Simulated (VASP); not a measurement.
**Cu: single point with PBE**

The system is Cu.

```
CELL_PARAMETERS angstrom
-1.41080 1.44162 1.36674
1.39194 -1.45455 1.36053
1.46098 1.50473 -1.38030
ATOMIC_POSITIONS crystal
Cu 0.01879 0.00286 0.01439
```

This cell differs from its parent crystal: the cell strained at random.

- Program: VASP 6.6.1
- Task: single point
- Functional: PBE
- Potentials or basis: VASP PAW PBE potentials, release 64 (Cu)
- Cutoff: 520 eV
- k mesh: 13 × 13 × 13
- Occupations: fermi-dirac, width 0.05 eV
- Spin: no spin polarisation
- Dipole correction: no
- Further INCAR settings: ALGO = Fast; EDIFF = 1e-06; NBANDS = 12

| Quantity | Value |
| --- | --- |
| Pressure | 8.5 GPa |

Stress tensor (GPa, compression positive):
```
 7.23 -4.61  1.42
-4.61  9.56  0.94
 1.42  0.94  8.74
```

Levels at points of the mesh, in eV from the Fermi level:
```csv
k point,band 3,band 4,band 5,band 6,band 7,band 8,band 9,band 10
"(0.00, 0.00, 0.00)",-3.18,-2.92,-2.25,-1.97,23.87,25.40,26.37,28.03
```

Run time: 2 min on 1 thread of Intel(R) Xeon(R) Platinum 8259CL CPU @ 2.50GHz (Skylake/Cascade Lake) (shared host), peak memory 0.24 GiB.

Caveat: the cell differs from its parent crystal (the cell strained at random).
